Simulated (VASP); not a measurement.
# CaS (Fm-3m) in VASP: notebook

The runs below take CaS through vibrations by perturbation theory, with LDA.

Everything below comes from runs of VASP 6.6.1. Logs are shortened: lines on timing, memory, paths and dates and some standing lists are left out, and cuts for length are marked.

### Step 1. The cell of the first run

Symmetry: Fm-3m, No. 225, cubic system. Conventional cell: a = 5.501 Å, b = 5.501 Å, c = 5.501 Å, α = 90.00°, β = 90.00°, γ = 90.00°. Within 3.6 Å of Ca (site symmetry m-3m) lie 6 S at 2.75 Å. Within 3.6 Å of S (site symmetry m-3m) lie 6 Ca at 2.75 Å.

### Step 2. Vibrations by perturbation theory, LDA

INCAR reads:

```
ALGO     = Normal         # electronic algorithm
EDIFF    = 1E-8           # SCF threshold, eV
ENCUT    = 500            # plane-wave cutoff, eV
GGA      = CA             # functional
GGA_COMPAT= F            
IBRION   = 8              # ionic algorithm
ISIF     = 2              # what is computed and relaxed
ISMEAR   = 0              # smearing method
LASPH    = T              # aspherical terms in the spheres
LCHARG   = F              # write CHGCAR
LEPSILON = T              # dielectric tensor by DFPT
LREAL    = F              # projectors in reciprocal space
LWAVE    = F              # write WAVECAR
NELM     = 120            # most SCF steps
NSW      = 1              # ionic steps
PREC     = Accurate       # precision mode
SIGMA    = 0.01           # smearing width, eV
```

KPOINTS reads:

```
k-points
0
Gamma
  8 8 8
```

POSCAR reads:

```
CaS
1.0
    0.0000000000      2.7504000000      2.7504000000
    2.7504000000      0.0000000000      2.7504000000
    2.7504000000      2.7504000000      0.0000000000
Ca S
1 1
Direct
    0.0000000000      0.0000000000      0.0000000000
    0.5000000000      0.5000000000      0.5000000000
```

Potentials or basis: VASP PAW LDA potentials, release 64 (Ca_sv, S).

Command:

```sh
$ cat potpaw_LDA.64/Ca_sv/POTCAR potpaw_LDA.64/S/POTCAR > POTCAR
$ mpirun -np 1 vasp_std > vasp.out
```

OUTCAR:

```text
EDIFF = 1E-8
   ENCUT = 500
   GGA = CA
   IBRION = 8
   ISIF = 2
   ISMEAR = 0
   LASPH = T
   LEPSILON = T
   LREAL = F
   NELM = 120
   NSW = 1
   PREC = Accurate

 ion  position               nearest neighbor table
   1  0.000  0.000  0.000-   2 2.75   2 2.75   2 2.75   2 2.75   2 2.75   2 2.75
   2  0.500  0.500  0.500-   1 2.75   1 2.75   1 2.75   1 2.75   1 2.75   1 2.75

  LATTYP: Found a face centered cubic cell.
 ALAT       =     5.5008000000

  Lattice vectors:

 A1 = (   0.0000000000,   2.7504000000,   2.7504000000)
 A2 = (   2.7504000000,   0.0000000000,   2.7504000000)
 A3 = (   2.7504000000,   2.7504000000,   0.0000000000)

Analysis of symmetry for initial positions (statically):
=====================================================================
 Subroutine PRICEL returns:
 Original cell was already a primitive cell.

 Routine SETGRP: Setting up the symmetry group for a
 face centered cubic supercell.

 Subroutine GETGRP returns: Found 48 space group operations
 (whereof 48 operations were pure point group operations)
 out of a pool of 48 trial point group operations.

The static configuration has the point symmetry O_h .

Analysis of symmetry for dynamics (positions and initial velocities):
=====================================================================
 Subroutine PRICEL returns:
 Original cell was already a primitive cell.

 Routine SETGRP: Setting up the symmetry group for a
 face centered cubic supercell.

 Subroutine GETGRP returns: Found 48 space group operations
 (whereof 48 operations were pure point group operations)
 out of a pool of 48 trial point group operations.

The dynamic configuration has the point symmetry O_h .

 Subroutine INISYM returns: Found 48 space group operations
 (whereof 48 operations are pure point group operations),
 and found     1 'primitive' translations

----------------------------------------------------------------------------------------

                                     Primitive cell

  volume of cell :      41.6119

  direct lattice vectors                    reciprocal lattice vectors
     0.000000000  2.750400000  2.750400000    -0.181791739  0.181791739  0.181791739
     2.750400000  0.000000000  2.750400000     0.181791739 -0.181791739  0.181791739
     2.750400000  2.750400000  0.000000000     0.181791739  0.181791739 -0.181791739

  length of vectors
     3.889652982  3.889652982  3.889652982     0.314872529  0.314872529  0.314872529

  position of ions in fractional coordinates (direct lattice)
     0.000000000  0.000000000  0.000000000
     0.500000000  0.500000000  0.500000000

  ion indices of the primitive-cell ions
   primitive index   ion index
                 1           1
                 2           2

----------------------------------------------------------------------------------------

 KPOINTS: k-points

Automatic generation of k-mesh.
 Grid dimensions read from file:
 generate k-points for:    8    8    8

 Generating k-lattice:

  Cartesian coordinates                     Fractional coordinates (reciprocal lattice)
    -0.022723967  0.022723967  0.022723967     0.125000000  0.000000000  0.000000000
     0.022723967 -0.022723967  0.022723967     0.000000000  0.125000000  0.000000000
     0.022723967  0.022723967 -0.022723967     0.000000000  0.000000000  0.125000000

  Length of vectors
     0.039359066  0.039359066  0.039359066

  Shift w.r.t. Gamma in fractional coordinates (k-lattice)
     0.000000000  0.000000000  0.000000000

 Subroutine IBZKPT returns following result:
 ===========================================

 Found     29 irreducible k-points:

 Following reciprocal coordinates:
[... 474 lines left out ...]
      0.00000      0.00000      0.00000         0.000000      0.000000     -0.000000
      2.75040      2.75040      2.75040        -0.000000      0.000000      0.000000
 -----------------------------------------------------------------------------------
    total drift:                                0.000000      0.000000      0.000000

  FREE ENERGIE OF THE ION-ELECTRON SYSTEM (eV)
  ---------------------------------------------------
  free  energy   TOTEN  =       -11.4192583729 eV

  energy  without entropy=      -11.4192583729  energy(sigma->0) =      -11.41925837

 HEAD OF MICROSCOPIC STATIC DIELECTRIC TENSOR (INDEPENDENT PARTICLE, excluding Hartree and local field effects)
 ------------------------------------------------------
           6.163014     0.000000     0.000000
           0.000000     6.163014     0.000000
          -0.000000    -0.000000     6.163014
 ------------------------------------------------------

 Free energy of the ion-electron system (eV)
  ---------------------------------------------------
  ---------------------------------------------------
  free energy    TOTEN  =        -0.56074641 eV

  energy without entropy =       -0.56074641

------------------------ aborting loop because EDIFF is reached ----------------------------------------

--------------------------------------- Ionic step        2  -------------------------------------------

------------------------ aborting loop because EDIFF is reached ----------------------------------------

--------------------------------------- Ionic step        3  -------------------------------------------

------------------------ aborting loop because EDIFF is reached ----------------------------------------

 PIEZOELECTRIC TENSOR FIELD DIRECTION 3  (e Angst)
 -----------------------------------------------------------------------------
     0.00008  0.00000  0.00000           ( -0.00000  0.00000  0.00000)
     0.00000  0.00008  0.00000           (  0.00000 -0.00000  0.00000)
     0.00000  0.00000 -0.00238           (  0.00000  0.00000  0.00002)

 PIEZOELECTRIC TENSOR FIELD DIRECTION 3  (C/m^2)
 -----------------------------------------------------------------------------
     0.00003  0.00000  0.00000
     0.00000  0.00003  0.00000
     0.00000  0.00000 -0.00091

--------------------------------------- Ionic step        4  -------------------------------------------

------------------------ aborting loop because EDIFF is reached ----------------------------------------

[... ionic steps 5 to 6 ...]

--------------------------------------- Ionic step        7  -------------------------------------------

 Free energy of the ion-electron system (eV)
  ---------------------------------------------------
  ---------------------------------------------------
  free energy    TOTEN  =        -0.10771650 eV

  energy without entropy =       -0.10771650

------------------------ aborting loop because EDIFF is reached ----------------------------------------

 INTERNAL STRAIN TENSOR  FOR ION    2  DIRECTION 1   (eV/Angst):
 -----------------------------------------------------------------------------
    -0.00491  0.00000 -0.00000
     0.00000  0.00179 -0.00000
    -0.00000 -0.00000  0.00179

 MACROSCOPIC STATIC DIELECTRIC TENSOR (including local field effects in DFT)
 ------------------------------------------------------
           5.555148     0.000000    -0.000000
           0.000000     5.555148     0.000000
           0.000000    -0.000000     5.555148
 ------------------------------------------------------

 PIEZOELECTRIC TENSOR (including local field effects)  for field in x, y, z        (e  Angst)
          XX          YY          ZZ          XY          YZ          ZX
  --------------------------------------------------------------------------------
  x     0.00000     0.00000     0.00000     0.00000     0.00000     0.00000
  y     0.00000     0.00000     0.00000     0.00000     0.00000     0.00000
  z     0.00000     0.00000     0.00000     0.00000     0.00000     0.00000

 PIEZOELECTRIC TENSOR (including local field effects)  for field in x, y, z        (C/m^2)
          XX          YY          ZZ          XY          YZ          ZX
  --------------------------------------------------------------------------------
  x     0.00000     0.00000     0.00000     0.00000     0.00000     0.00000
  y     0.00000     0.00000     0.00000     0.00000     0.00000     0.00000
  z     0.00000     0.00000     0.00000     0.00000     0.00000     0.00000

 BORN EFFECTIVE CHARGES (including local field effects) (in |e|, cummulative output)
 ---------------------------------------------------------------------------------
 ion    1
    1     2.35826    -0.00000     0.00000
    2     0.00000     2.35826     0.00000
    3     0.00000     0.00000     2.35826
 ion    2
    1    -2.35826     0.00000     0.00000
    2    -0.00000    -2.35826     0.00000
    3     0.00000     0.00000    -2.35826

 INTERNAL STRAIN TENSOR FOR ION    2 for displacements in x,y,z  (eV/Angst):
          X           Y           Z          XY          YZ          ZX
  --------------------------------------------------------------------------------
  x     0.00000     0.00000     0.00000     0.00000     0.00000     0.00000
  y     0.00000     0.00000     0.00000     0.00000     0.00000     0.00000
  z     0.00000     0.00000     0.00000     0.00000     0.00000     0.00000

 SECOND DERIVATIVES (NOT SYMMETRIZED)
 ------------------------------------
               1X          1Y          1Z          2X          2Y          2Z
  1X    -4.503773    0.000000    0.000000    4.503773    0.000000    0.000000
  1Y     0.000000   -4.503773    0.000000    0.000000    4.503773    0.000000
  1Z     0.000000    0.000000   -4.503773    0.000000    0.000000    4.503773
  2X     4.498403    0.000000    0.000000   -4.498403    0.000000    0.000000
  2Y     0.000000    4.498403    0.000000    0.000000   -4.498403    0.000000
  2Z     0.000000    0.000000    4.498403    0.000000    0.000000   -4.498403

 Eigenvectors and eigenvalues of the dynamical matrix
 ----------------------------------------------------

   1 f  =    7.858141 THz    49.374155 2PiTHz  262.119364 cm-1    32.498645 meV
             X         Y         Z           dx          dy          dz
      0.000000  0.000000  0.000000     0.000000    0.666908    0.000000
      2.750400  2.750400  2.750400     0.000000   -0.745140    0.000000
[... 21 lines left out ...]
   6 f/i=    0.002330 THz     0.014638 2PiTHz    0.077710 cm-1     0.009635 meV
             X         Y         Z           dx          dy          dz
      0.000000  0.000000  0.000000     0.000000    0.000000    0.745140
      2.750400  2.750400  2.750400     0.000000    0.000000    0.666908

--------------------------------------------------------------------------------------------------------

 MACROSCOPIC STATIC DIELECTRIC TENSOR IONIC CONTRIBUTION
 ------------------------------------------------------
           5.372967     0.000000    -0.000000
           0.000000     5.372967    -0.000000
          -0.000000     0.000000     5.372967
 ------------------------------------------------------

 ELASTIC MODULI CONTR FROM IONIC RELAXATION (kBar)
 Direction    XX          YY          ZZ          XY          YZ          ZX
 --------------------------------------------------------------------------------
 XX           0.0000      0.0000      0.0000      0.0000      0.0000      0.0000
 YY           0.0000      0.0000      0.0000      0.0000      0.0000      0.0000
 ZZ           0.0000      0.0000      0.0000      0.0000      0.0000      0.0000
 XY           0.0000      0.0000      0.0000      0.0000      0.0000      0.0000
 YZ           0.0000      0.0000      0.0000      0.0000      0.0000      0.0000
 ZX           0.0000      0.0000      0.0000      0.0000      0.0000      0.0000
 --------------------------------------------------------------------------------

 PIEZOELECTRIC TENSOR IONIC CONTR  for field in x, y, z        (C/m^2)
          XX          YY          ZZ          XY          YZ          ZX
  --------------------------------------------------------------------------------
  x     0.00000     0.00000     0.00000     0.00000     0.00000     0.00000
  y     0.00000     0.00000     0.00000     0.00000     0.00000     0.00000
  z     0.00000     0.00000     0.00000     0.00000     0.00000     0.00000
```

Wall time 12 min (1 thread of Intel Xeon 8259CL, shared host); peak memory 0.22 GiB.

What came out:

```
Electronic dielectric tensor (diagonal)                 : 5.56
Born charges (mean of the diagonal)                     : Ca +2.36; S -2.36 e
Highest phonon frequency at Γ, LO-TO splitting left out : 262 cm⁻¹
```

Phonon frequencies in cm⁻¹ (negative: imaginary):
```
              q point        frequencies
(0.000, 0.000, 0.000)  0 0 0 262 262 262
```

Electronic dielectric tensor:
```
5.56 0.00 0.00
0.00 5.56 0.00
0.00 0.00 5.56
```

Born effective charge tensors (e):
atom 1, Ca
```
2.36 0.00 0.00
0.00 2.36 0.00
0.00 0.00 2.36
```
atom 2, S
```
-2.36  0.00  0.00
 0.00 -2.36  0.00
 0.00  0.00 -2.36
```

Caveat: the cell stands under pressure or tension, which shifts response properties.

### Step 3. Vibrations by perturbation theory, LDA

This run uses another cell than the first one, of 22.14 Å³/atom.

INCAR reads:

```
PREC     = Accurate       # precision mode
ENCUT    = 500            # plane-wave cutoff, eV
EDIFF    = 1E-8           # SCF threshold, eV
ISMEAR   = 0              # smearing method
SIGMA    = 0.01           # smearing width, eV
LREAL    = F              # projectors in reciprocal space
LASPH    = T              # aspherical terms in the spheres
NELM     = 120            # most SCF steps
ALGO     = Normal         # electronic algorithm
ISIF     = 2              # what is computed and relaxed
LWAVE    = F              # write WAVECAR
LCHARG   = F              # write CHGCAR
GGA      = CA             # functional
IBRION   = 8              # ionic algorithm
NSW      = 1              # ionic steps
LEPSILON = T              # dielectric tensor by DFPT
GGA_COMPAT= F
```

KPOINTS reads:

```
Automatic mesh
0
Gamma
  8 8 8
```

POSCAR reads:

```
CaS
1.0
    0.0000000000      2.8081000000      2.8081000000
    2.8081000000      0.0000000000      2.8081000000
    2.8081000000      2.8081000000      0.0000000000
Ca S
1 1
Direct
    0.0000000000      0.0000000000      0.0000000000
    0.5000000000      0.5000000000      0.5000000000
```

Potentials or basis: VASP PAW LDA potentials, release 64 (Ca_sv, S).

Command:

```sh
$ cat potpaw_LDA.64/Ca_sv/POTCAR potpaw_LDA.64/S/POTCAR > POTCAR
$ mpirun -np 1 vasp_std > vasp.out
```

OUTCAR:

```text
PREC = Accurate
   ENCUT = 500
   EDIFF = 1E-8
   ISMEAR = 0
   LREAL = F
   LASPH = T
   NELM = 120
   ISIF = 2
   GGA = CA
   IBRION = 8
   NSW = 1
   LEPSILON = T

 ion  position               nearest neighbor table
   1  0.000  0.000  0.000-   2 2.81   2 2.81   2 2.81   2 2.81   2 2.81   2 2.81
   2  0.500  0.500  0.500-   1 2.81   1 2.81   1 2.81   1 2.81   1 2.81   1 2.81

  LATTYP: Found a face centered cubic cell.
 ALAT       =     5.6162000000

  Lattice vectors:

 A1 = (   0.0000000000,   2.8081000000,   2.8081000000)
 A2 = (   2.8081000000,   0.0000000000,   2.8081000000)
 A3 = (   2.8081000000,   2.8081000000,   0.0000000000)

Analysis of symmetry for initial positions (statically):
=====================================================================
 Subroutine PRICEL returns:
 Original cell was already a primitive cell.

 Routine SETGRP: Setting up the symmetry group for a
[... 659 lines left out ...]

 SECOND DERIVATIVES (NOT SYMMETRIZED)
 ------------------------------------
               1X          1Y          1Z          2X          2Y          2Z
  1X    -3.467820    0.000000    0.000000    3.467820    0.000000    0.000000
  1Y     0.000000   -3.467820    0.000000    0.000000    3.467820    0.000000
  1Z     0.000000    0.000000   -3.467820    0.000000    0.000000    3.467820
  2X     3.475098    0.000000    0.000000   -3.475098    0.000000    0.000000
  2Y     0.000000    3.475098    0.000000    0.000000   -3.475098    0.000000
  2Z     0.000000    0.000000    3.475098    0.000000    0.000000   -3.475098

 Eigenvectors and eigenvalues of the dynamical matrix
 ----------------------------------------------------

   1 f  =    6.901711 THz    43.364731 2PiTHz  230.216310 cm-1    28.543172 meV
             X         Y         Z           dx          dy          dz
      0.000000  0.000000  0.000000    -0.666299    0.000000    0.000000
      2.808100  2.808100  2.808100     0.745685   -0.000000   -0.000000
[... 21 lines left out ...]
   6 f/i=    0.003595 THz     0.022586 2PiTHz    0.119907 cm-1     0.014867 meV
             X         Y         Z           dx          dy          dz
      0.000000  0.000000  0.000000    -0.587634    0.400305    0.224694
      2.808100  2.808100  2.808100    -0.525075    0.357689    0.200774

--------------------------------------------------------------------------------------------------------

 MACROSCOPIC STATIC DIELECTRIC TENSOR IONIC CONTRIBUTION
 ------------------------------------------------------
           6.569477     0.000000    -0.000000
           0.000000     6.569477     0.000000
          -0.000000     0.000000     6.569477
 ------------------------------------------------------

 ELASTIC MODULI CONTR FROM IONIC RELAXATION (kBar)
 Direction    XX          YY          ZZ          XY          YZ          ZX
 --------------------------------------------------------------------------------
 XX           0.0000      0.0000      0.0000      0.0000      0.0000      0.0000
 YY           0.0000      0.0000      0.0000      0.0000      0.0000      0.0000
 ZZ           0.0000      0.0000      0.0000      0.0000      0.0000      0.0000
 XY           0.0000      0.0000      0.0000      0.0000      0.0000      0.0000
 YZ           0.0000      0.0000      0.0000      0.0000      0.0000      0.0000
 ZX           0.0000      0.0000      0.0000      0.0000      0.0000      0.0000
 --------------------------------------------------------------------------------

 PIEZOELECTRIC TENSOR IONIC CONTR  for field in x, y, z        (C/m^2)
          XX          YY          ZZ          XY          YZ          ZX
  --------------------------------------------------------------------------------
  x     0.00000     0.00000     0.00000     0.00000     0.00000     0.00000
  y     0.00000     0.00000     0.00000     0.00000     0.00000     0.00000
  z     0.00000     0.00000     0.00000     0.00000     0.00000     0.00000
```

OSZICAR:

```text
N       E                     dE             d eps       ncg     rms          rms(c)
DAV:   1     0.103865659211E+03    0.10387E+03   -0.77391E+03   696   0.122E+03
DAV:   2    -0.649165490968E+01   -0.11036E+03   -0.10613E+03   792   0.283E+02
DAV:   3    -0.114769615508E+02   -0.49853E+01   -0.49372E+01   900   0.577E+01
[... 244 lines left out ...]
RMM:  13    -0.107918854889E+00    0.35686E-07   -0.57851E-07  3449   0.440E-04    0.156E-05
RMM:  14    -0.107918854921E+00   -0.32768E-10   -0.25324E-07  3492   0.426E-04    0.791E-06
RMM:  15    -0.107918852625E+00    0.22961E-08   -0.26911E-07  3368   0.419E-04    0.195E-06
RMM:  16    -0.107918850948E+00    0.16774E-08   -0.11168E-07  3263   0.416E-04    0.123E-06
RMM:  17    -0.107918851581E+00   -0.63266E-09   -0.91897E-08  3085   0.415E-04    0.224E-07
 Linear response finished
```

Run time: 15 min. Hardware: 1 thread of Intel Xeon 8259CL, shared host; peak memory 0.23 GiB.

What came out:

- Electronic dielectric tensor (diagonal): 5.34
- Born charges (mean of the diagonal): Ca +2.36; S -2.36 e
- Highest phonon frequency at Γ, LO-TO splitting left out: 230 cm⁻¹

Phonon frequencies in cm⁻¹ (negative: imaginary):
| q point | frequencies |
| --- | --- |
| (0.000, 0.000, 0.000) | 0 0 0 230 230 230 |

Electronic dielectric tensor:
```
5.34 0.00 0.00
0.00 5.34 0.00
0.00 0.00 5.34
```

Born effective charge tensors (e):
atom 1, Ca
```
2.36 0.00 0.00
0.00 2.36 0.00
0.00 0.00 2.36
```
atom 2, S
```
-2.36  0.00  0.00
 0.00 -2.36  0.00
 0.00  0.00 -2.36
```

Caveat: the cell stands under pressure or tension, which shifts response properties.
